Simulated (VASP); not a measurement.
Runs of VASP 6.6.1 on LiCaF3. The structure is that of space group Pm-3m (No. 221), or close to it. The cells are those of the table. 

| task | level | cell | cutoff (eV) | gap on the mesh (eV) | pressure (GPa) | relaxed volume (Å³/atom) |
| --- | --- | --- | --- | --- | --- | --- |
| single point | PBE | a = 3.761 Å, 5 atoms | 520 | 6.48 | - | - |
| single point | PBEsol | a = 3.695 Å, 5 atoms | 520 | 6.53 | - | - |
| single point | PBE+D3(BJ) | a = 3.720 Å, 5 atoms | 520 | 6.56 | - | - |
| relaxation of cell and atoms | PBE | relaxed from a = 3.761 Å, 5 atoms | 600 | 6.49 | 0.0 | (a) |
| relaxation of cell and atoms | PBE+D3(BJ) | relaxed from a = 3.761 Å, 5 atoms | 600 | 6.57 | 0.0 | (b) |

Alike in all rows: potentials or basis VASP PAW PBE potentials, release 64 (Li_sv, Ca_sv, F); no spin polarisation; k mesh 4 × 4 × 4; smearing gaussian 0.01 eV.

Q: Estimate the missing entries.

A: (a) 10.61; (b) 10.26.

Caveats: some runs use coarse meshes; the cutoff is under 1.25 times the usual one of these potentials, so pressure, stress and relaxed cells hold a basis-set (Pulay) error; the PAW data sets were made with another functional, which shifts forces and pressure a little (at least some runs).

A k mesh can miss the band edges.
